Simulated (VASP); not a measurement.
Set up this calculation in VASP 6.6.1, as the native input.

```yaml
Task: single point
Functional: PBE
Potentials_or_basis: VASP PAW PBE potentials, release 64 (In_d, P)
Cutoff: 520 eV
k_mesh: 6 × 6 × 6
Occupations: gaussian, width 0.05 eV
Spin: no spin polarisation
Dipole_correction: no
Further_INCAR_settings: ALGO = Normal; EDIFF = 1e-07; NBANDS = 16
```

The structure of InP lies in POSCAR:

```
InP
1.0
    0.0000000000      2.9598050000      2.9305000000
    2.9598050000      0.0000000000      2.9305000000
    2.9598050000      2.9598050000      0.0000000000
In P
1 1
Direct
    0.0000000000      0.0000000000      0.0000000000
    0.2500000000      0.2500000000      0.2500000000
```

One way to write it, as run:

INCAR

```
SYSTEM = InP
PREC = Accurate
ENCUT = 520
EDIFF = 1E-7
ISMEAR = 0
SIGMA = 0.05
LREAL = .FALSE.
LASPH = .TRUE.
NELM = 60
ALGO = Normal
ISIF = 2
LWAVE = .FALSE.
LCHARG = .FALSE.
GGA = PE
NBANDS = 16
```

KPOINTS

```
Automatic mesh
0
G
  6 6 6
  0 0 0
```

Potentials or basis: VASP PAW PBE potentials, release 64 (In_d, P).

The run is started by

```sh
$ cat potpaw_PBE.64/In_d/POTCAR potpaw_PBE.64/P/POTCAR > POTCAR
$ mpirun -np 1 vasp_std > vasp.out
```

It gave:

- Pressure: 1.9 GPa
- Band gap on the k mesh: 0.57 eV, direct

Caveat: spin-orbit coupling is left out, which moves the levels of the heavy elements.

Run time: 10 s on 1 thread of Intel(R) Xeon(R) 6975P-C (Granite Rapids), on a shared host, peak memory 0.18 GiB.
